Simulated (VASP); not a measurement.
# HgTe (Coloradoite) (F-43m) in VASP: phonons with PBE+D3(BJ)

Aim: the phonons of HgTe (Coloradoite) with PBE+D3(BJ).

All numbers are computed with VASP 6.6.1; they aren't measurements. Logs are shortened: lines on timing, memory, paths and dates and some standing lists are left out, and cuts for length are marked.

### 1 The cell of the first run

Symmetry: F-43m, No. 216, cubic system. Conventional cell: a = 6.364 Å, b = 6.364 Å, c = 6.364 Å, α = 90.00°, β = 90.00°, γ = 90.00°. Within 3.6 Å of Hg (site symmetry -43m) lie 4 Te at 2.76 Å. Within 3.6 Å of Te (site symmetry -43m) lie 4 Hg at 2.76 Å.

### 2 Phonons, PBE+D3(BJ)

The input, INCAR:

```
  PREC = Accurate
  ENCUT = 500
  EDIFF = 1E-8
  ISMEAR = 0
  SIGMA = 0.01
  LREAL = F
  LASPH = T
  NELM = 120
  ALGO = Normal
  ISIF = 2
  LWAVE = F
  LCHARG = F
  GGA = PE
  IVDW = 12
  NBANDS = 16
  IBRION = 6
  NFREE = 2
  POTIM = 0.015
  NSW = 1
  GGA_COMPAT = F
```

The input, KPOINTS:

```
regular mesh
0
Gamma
  6 6 6
```

The input, POSCAR:

```
HgTe
1.0
    0.0000000000      3.1820280829      3.1820280829
    3.1820280829      0.0000000000      3.1820280829
    3.1820280829      3.1820280829      0.0000000000
Hg Te
1 1
Direct
    0.0000000000      0.0000000000      0.0000000000
    0.2500000000      0.2500000000      0.2500000000
```

Potentials or basis: VASP PAW PBE potentials, release 64 (Hg, Te).

Started as:

```
> cat potpaw_PBE.64/Hg/POTCAR potpaw_PBE.64/Te/POTCAR > POTCAR
> mpirun -np 1 vasp_std > vasp.out
```

OUTCAR:

```text
PREC = Accurate
   ENCUT = 500
   EDIFF = 1E-8
   ISMEAR = 0
   LREAL = F
   LASPH = T
   NELM = 120
   ISIF = 2
   GGA = PE
   IVDW = 12
   IBRION = 6
   NFREE = 2
   POTIM = 0.015
   NSW = 1
 IVDW          = 12

 ion  position               nearest neighbor table
   1  0.000  0.000  0.000-   2 2.76   2 2.76   2 2.76   2 2.76
   2  0.250  0.250  0.250-   1 2.76   1 2.76   1 2.76   1 2.76

  LATTYP: Found a face centered cubic cell.
 ALAT       =     6.3640561658

  Lattice vectors:

 A1 = (   0.0000000000,   3.1820280829,   3.1820280829)
 A2 = (   3.1820280829,   0.0000000000,   3.1820280829)
 A3 = (   3.1820280829,   3.1820280829,   0.0000000000)

Analysis of symmetry for initial positions (statically):
=====================================================================
 Subroutine PRICEL returns:
 Original cell was already a primitive cell.

 Routine SETGRP: Setting up the symmetry group for a
 face centered cubic supercell.

 Subroutine GETGRP returns: Found 24 space group operations
 (whereof 24 operations were pure point group operations)
 out of a pool of 48 trial point group operations.

The static configuration has the point symmetry T_d .

Analysis of symmetry for dynamics (positions and initial velocities):
=====================================================================
 Subroutine PRICEL returns:
 Original cell was already a primitive cell.

 Routine SETGRP: Setting up the symmetry group for a
 face centered cubic supercell.

 Subroutine GETGRP returns: Found 24 space group operations
 (whereof 24 operations were pure point group operations)
 out of a pool of 48 trial point group operations.

The dynamic configuration has the point symmetry T_d .

 Subroutine INISYM returns: Found 24 space group operations
 (whereof 24 operations are pure point group operations),
 and found     1 'primitive' translations

----------------------------------------------------------------------------------------

                                     Primitive cell

  volume of cell :      64.4380

  direct lattice vectors                    reciprocal lattice vectors
     0.000000000  3.182028083  3.182028083    -0.157132491  0.157132491  0.157132491
     3.182028083  0.000000000  3.182028083     0.157132491 -0.157132491  0.157132491
     3.182028083  3.182028083  0.000000000     0.157132491  0.157132491 -0.157132491

  length of vectors
     4.500067271  4.500067271  4.500067271     0.272161458  0.272161458  0.272161458

  position of ions in fractional coordinates (direct lattice)
     0.000000000  0.000000000  0.000000000
     0.250000000  0.250000000  0.250000000

  ion indices of the primitive-cell ions
   primitive index   ion index
                 1           1
                 2           2

----------------------------------------------------------------------------------------

 KPOINTS: regular mesh

Automatic generation of k-mesh.
 Grid dimensions read from file:
 generate k-points for:    6    6    6

 Generating k-lattice:

  Cartesian coordinates                     Fractional coordinates (reciprocal lattice)
    -0.026188749  0.026188749  0.026188749     0.166666667  0.000000000  0.000000000
     0.026188749 -0.026188749  0.026188749     0.000000000  0.166666667  0.000000000
     0.026188749  0.026188749 -0.026188749     0.000000000  0.000000000  0.166666667

  Length of vectors
     0.045360243  0.045360243  0.045360243

  Shift w.r.t. Gamma in fractional coordinates (k-lattice)
     0.000000000  0.000000000  0.000000000

 Subroutine IBZKPT returns following result:
 ===========================================

 Found     16 irreducible k-points:

 Following reciprocal coordinates:
            Coordinates               Weight
  0.000000  0.000000  0.000000      1.000000
  0.166667  0.000000  0.000000      8.000000
  0.333333  0.000000  0.000000      8.000000
  0.500000  0.000000  0.000000      4.000000
  0.166667  0.166667  0.000000      6.000000
  0.333333  0.166667  0.000000     24.000000
[... 8 lines left out ...]
 -0.333333  0.333333  0.166667     24.000000
 -0.333333  0.500000  0.166667     12.000000
   k-points           NKPTS =     16   k-points in BZ     NKDIM =     16   number of bands    NBANDS=     16
   number of dos      NEDOS =    301   number of ions     NIONS =      2
   total plane-waves  NPLWV =  46656
   dimension x,y,z NGX =    36 NGY =   36 NGZ =   36
   dimension x,y,z NGXF=    72 NGYF=   72 NGZF=   72
   ions per type =               1   1
   NGX,Y,Z   is equivalent  to a cutoff of  13.30, 13.30, 13.30 a.u.
   NGXF,Y,Z  is equivalent  to a cutoff of  26.60, 26.60, 26.60 a.u.
 SYSTEM =  unknown system
   PREC   = accura    normal or accurate (medium, high low for compatibility)
   ISTART =      0    job   : 0-new  1-cont  2-samecut
   ICHARG =      2    charge: 1-file 2-atom 10-const
   ISPIN  =      1    spin polarized calculation?
   LNONCOLLINEAR =      F non collinear calculations
   LSORBIT =      F    spin-orbit coupling
   LASPH  =      T    aspherical Exc in radial PAW
   ENCUT  =  500.0 eV  36.75 Ry    6.06 a.u.   8.20  8.20  8.20*2*pi/ulx,y,z
   NELM   =    120;   NELMIN=  2; NELMDL= -5     # of ELM steps
   EDIFF  = 0.1E-07   stopping-criterion for ELM
   LREAL  =      F    real-space projection
   EDIFFG = 0.1E-06   stopping-criterion for IOM
   NSW    =     61    number of steps for IOM
   IBRION =      6    ionic relax: 0-MD 1-quasi-New 2-CG
   NFREE  =      2    steps in history (QN), initial steepest desc. (CG)
   ISIF   =      2    stress and relaxation
   ISYM   =      2    0-nonsym 1-usesym 2-fastsym
   POTIM  = 0.0150    time-step for ionic-motion
   TEBEG  =    0.0;   TEEND  =   0.0 temperature during run
   PSTRESS=    0.0 pullay stress
   NELECT =      18.0000    total number of electrons
   NUPDOWN=      -1.0000    fix difference up-down
   EMIN   =  10.00;   EMAX   =-10.00  energy-range for DOS
   EFERMI =   0.00;   METHOD = LEGACY
   ISMEAR =     0;   SIGMA  =   0.01  broadening in eV -4-tet -1-fermi 0-gaus
   EFERMI_NEDOS =   21; number of points for ismear=-14 and -15
   IALGO  =     38    algorithm
   IMIX   =      4    mixing-type and parameters
     AMIX     =   0.40;   BMIX     =  1.00
     AMIX_MAG =   1.60;   BMIX_MAG =  1.00
  volume/ion in A,a.u.               =      32.22       217.42
  Fermi-wavevector in a.u.,A,eV,Ry     =   1.070167  2.022323 15.582181  1.145258
  Thomas-Fermi vector in A             =   2.205869
   LORBIT       =      0    0 simple, 1 ext, 2 COOP (PROOUT), +10 PAW based schemes
   GGA     = PE    functional components
   LHFCALC =     F    Hartree Fock is set to
   AEXX    =    0.0000 exact exchange contribution
   IVDW    =    12    specifies the selected vdW correction
   LEPSILON=     F    determine dielectric tensor
   LRPA    =     F    only Hartree local field effects (RPA)
 finite differences with symmetry
 non-spin polarized calculation
 Gauss-broadening in eV      SIGMA  =   0.01
  energy-cutoff  :      500.00
  volume of cell :       64.44
 maximum number of plane-waves:      1660
 NGX is ok and might be reduce to    36
   NGX = 17   NGY = 17   NGZ = 17

--------------------------------------- Ionic step        1  -------------------------------------------

 number of electron      17.9999998 magnetization

 Free energy of the ion-electron system (eV)
  ---------------------------------------------------
  ext. energy  EPLUGINS =         0.00000000
  ---------------------------------------------------
  free energy    TOTEN  =        -3.47356825 eV

  energy without entropy =       -3.47349683  energy(sigma->0) =       -3.47353254

------------------------ aborting loop because EDIFF is reached ----------------------------------------

 Edisp (eV)   -0.76046

 E8    (eV) :    -0.3462

  FORCE on cell =-STRESS in cart. coord.  units (eV):
  Direction    XX          YY          ZZ          XY          YZ          ZX
  --------------------------------------------------------------------------------------
  -------------------------------------------------------------------------------------
  Total       1.75889     1.75889     1.75889     0.00000     0.00000    -0.00000
  in kB      43.73290    43.73290    43.73290     0.00000     0.00000    -0.00000
  external pressure =       43.73 kB  Pullay stress =        0.00 kB
[... 141 lines left out ...]
  energy  without entropy=       -4.2334287941  energy(sigma->0) =       -4.23345879

--------------------------------------- Ionic step        5  -------------------------------------------

 number of electron      17.9999998 magnetization

 Free energy of the ion-electron system (eV)
  ---------------------------------------------------
  ext. energy  EPLUGINS =         0.00000000
  ---------------------------------------------------
  free energy    TOTEN  =        -3.47302585 eV

  energy without entropy =       -3.47296585  energy(sigma->0) =       -3.47299585

 E-fermi :   3.6194     XC(G=0):  -8.9565

 val. band max:        3.6164517581   @ k =   0.0000   0.0000   0.0000
 cond. band min:       3.6206602195   @ k =   0.0000   0.0000   0.0000
 fundamental gap:      0.0042084614
 Fermi energy:         3.6193591270

 k-point     1 :       0.0000    0.0000    0.0000
  band No.  band energies     occupation
      1      -8.7235      2.00000
      2      -4.0455      2.00000
      3      -4.0320      2.00000
      4      -4.0181      2.00000
      5      -3.4442      2.00000
      6      -3.4439      2.00000
[... 8 lines left out ...]
     15      13.2263      0.00000
     16      13.2310      0.00000
[... 420 lines left out ...]
  band No.  band energies     occupation
      1      -8.0433      2.00000
      2      -3.8847      2.00000
      3      -3.8485      2.00000
      4      -3.5014      2.00000
      5      -3.4161      2.00000
      6      -3.1490      2.00000
[... 8 lines left out ...]
     15      13.3596      0.00000
     16      13.8304      0.00000

 [... further k-points ...]

------------------------ aborting loop because EDIFF is reached ----------------------------------------

 Edisp (eV)   -0.76046

 E8    (eV) :    -0.3462

  FORCE on cell =-STRESS in cart. coord.  units (eV):
  Direction    XX          YY          ZZ          XY          YZ          ZX
  --------------------------------------------------------------------------------------
  -------------------------------------------------------------------------------------
  Total       1.75895     1.76183     1.76183     0.00000     0.13451     0.00000
  in kB      43.73435    43.80581    43.80581     0.00000     3.34436     0.00000
  external pressure =       43.78 kB  Pullay stress =        0.00 kB
[... 17 lines left out ...]
  FREE ENERGIE OF THE ION-ELECTRON SYSTEM (eV)
  ---------------------------------------------------
  free  energy   TOTEN  =        -4.2334887787 eV

  energy  without entropy=       -4.2334287694  energy(sigma->0) =       -4.23345877

 INTERNAL STRAIN TENSORS FROM DISPLACED ATOMS
 ============================================

 INTERNAL STRAIN TENSOR FOR ION    1 for displacements in x,y,z  (eV/Angst):
          X           Y           Z          XY          YZ          ZX
  --------------------------------------------------------------------------------
  x    -0.00000    -0.00000    -0.00000     0.00000     8.96447     0.00000
  y    -0.00000     0.00000     0.00000     0.00000     0.00000     8.96447
  z     0.00000    -0.00000    -0.00000     8.96447     0.00000     0.00000

 INTERNAL STRAIN TENSOR FOR ION    2 for displacements in x,y,z  (eV/Angst):
          X           Y           Z          XY          YZ          ZX
  --------------------------------------------------------------------------------
  x     0.00000    -0.00000    -0.00000     0.00000    -8.96491     0.00000
  y    -0.00000     0.00000    -0.00000     0.00000     0.00000    -8.96491
  z    -0.00000    -0.00000     0.00000    -8.96491     0.00000     0.00000

 Eigenvectors and eigenvalues of the dynamical matrix
 ----------------------------------------------------

   1 f  =    3.881907 THz    24.390742 2PiTHz  129.486484 cm-1    16.054271 meV
             X         Y         Z           dx          dy          dz
      0.000000  0.000000  0.000000     0.623427   -0.000000   -0.000000
      1.591014  1.591014  1.591014    -0.781881    0.000000    0.000000

   2 f  =    3.881907 THz    24.390742 2PiTHz  129.486484 cm-1    16.054271 meV
             X         Y         Z           dx          dy          dz
      0.000000  0.000000  0.000000     0.000000    0.000000   -0.623427
      1.591014  1.591014  1.591014     0.000000    0.000000    0.781881
[... 11 lines left out ...]
   5 f/i=    0.000547 THz     0.003436 2PiTHz    0.018243 cm-1     0.002262 meV
             X         Y         Z           dx          dy          dz
      0.000000  0.000000  0.000000     0.000000    0.000000    0.781881
      1.591014  1.591014  1.591014     0.000000    0.000000    0.623427

   6 f/i=    0.000547 THz     0.003436 2PiTHz    0.018243 cm-1     0.002262 meV
             X         Y         Z           dx          dy          dz
      0.000000  0.000000  0.000000     0.662129   -0.415841    0.000000
      1.591014  1.591014  1.591014     0.527944   -0.331568    0.000000

 ELASTIC MODULI CONTR FROM IONIC RELAXATION (kBar)
 Direction    XX          YY          ZZ          XY          YZ          ZX
 --------------------------------------------------------------------------------
 XX          -0.0000      0.0000      0.0000     -0.0000      0.0000     -0.0000
 YY           0.0000     -0.0000     -0.0000     -0.0000     -0.0000      0.0000
 ZZ           0.0000     -0.0000     -0.0000      0.0000     -0.0000     -0.0000
 XY          -0.0000     -0.0000      0.0000   -415.5696      0.0000      0.0000
 YZ           0.0000     -0.0000     -0.0000      0.0000   -415.5696      0.0000
 ZX          -0.0000      0.0000     -0.0000      0.0000      0.0000   -415.5696
 --------------------------------------------------------------------------------
```

Wall time 4 min (1 thread of Intel Xeon 8259CL, shared host); peak memory 0.26 GiB.

Results:

```
Highest phonon frequency at Γ, LO-TO splitting left out : 129 cm⁻¹
Dispersion energy per atom                              : -0.380 eV
```

Phonon frequencies in cm⁻¹ (negative: imaginary):
```
              q point        frequencies
(0.000, 0.000, 0.000)  0 0 0 129 129 129
```

Caveat: the cell wasn't relaxed at this level first, which shifts response properties; three body term missing; spin-orbit coupling is left out, which moves the levels of the heavy elements.
